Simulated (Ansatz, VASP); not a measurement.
Two plane-wave programs on SiO2

POSCAR

```
SiO2
1.0
    0.0000000000      2.2641691173      2.2641691173
    2.2188857349      0.0000000000      2.2641691173
    2.2188857349      2.2641691173      0.0000000000
Si O
1 2
Direct
    0.0000000000      0.0000000000      0.0000000000
    0.2500000000      0.2500000000      0.2500000000
    0.7500000000      0.7500000000      0.7500000000
```

The input INCAR.step1:

```
SYSTEM = SiO2
PREC = Accurate
ENCUT = 520
ISMEAR = 0
SIGMA = 0.01
LREAL = .False.
LASPH = .True.
NELM = 80
NBANDS = 15
GGA = PE
ALGO = Normal
EDIFF = 1E-4
LWAVE = .True.
LCHARG = .False.
```

INCAR.step2

```
SYSTEM = SiO2
PREC = Accurate
ENCUT = 520
EDIFF = 1E-7
ISMEAR = 0
SIGMA = 0.01
LREAL = .False.
LASPH = .True.
NELM = 80
ALGO = Normal
ISIF = 2
LWAVE = .False.
LCHARG = .True.
METAGGA = R2SCAN
LMIXTAU = .True.
LELF = .True.
LVHAR = .True.
NBANDS = 15
ISTART = 1
```

The input KPOINTS:

```
regular mesh
0
Gamma
  10 10 10
  0 0 0
```

Input for Ansatz:

```yaml
crystal:
  lattice:
    - [0.0, 2.2641691173, 2.2641691173]
    - [2.2188857349, 0.0, 2.2641691173]
    - [2.2188857349, 2.2641691173, 0.0]
  atoms:
    - { symbol: Si, position: [0.0, 0.0, 0.0] }
    - { symbol: O, position: [0.25, 0.25, 0.25] }
    - { symbol: O, position: [0.75, 0.75, 0.75] }
kpoints:
  mp_grid: { grid: [10, 10, 10] }
  band_path:
    path:
      - [0.0, 0.0, 0.0]
      - [0.5, 0.0, 0.5]
      - [0.625, 0.25, 0.625]
      - [0.375, 0.375, 0.75]
      - [0.5, 0.5, 0.5]
      - [0.5, 0.25, 0.75]
    npoints: 1
hamiltonian:
  xc: r2scan
scf:
  occupations: { method: fixed }
  n_extra_bands: 4
output:
  forces: true
  stress: true
  eigenvalues: true
```

Change from the starting cell: uniaxial_x strain -2.0%.

Alike in both runs: task single point; functional r2SCAN; k mesh 10 × 10 × 10; no spin polarisation.

```csv
,VASP,Ansatz
version,VASP 6.6.1,Ansatz 0.2.0
potentials or method,"VASP PAW PBE potentials, release 64 (Si, O)","plane waves, PAW"
plane-wave cutoff (eV),520,500
occupations,"gaussian, width 0.01 eV",fixed
valence electrons in the cell,16,16
```

Ansatz gave:

| Quantity | Value |
| --- | --- |
| gap on the k mesh at the Fermi level (eV) | 2.29 |
| pressure (GPa) | 6.7 |
| traceless stress, the component that is largest in VASP (GPa) | 15.86 |

What did VASP give for the same quantities?

gap on the k mesh at the Fermi level (eV): 2.25; pressure (GPa): 7.2; traceless stress, the component that is largest in VASP (GPa): 15.85.

VASP's potentials were made for PBE, not for r2SCAN.
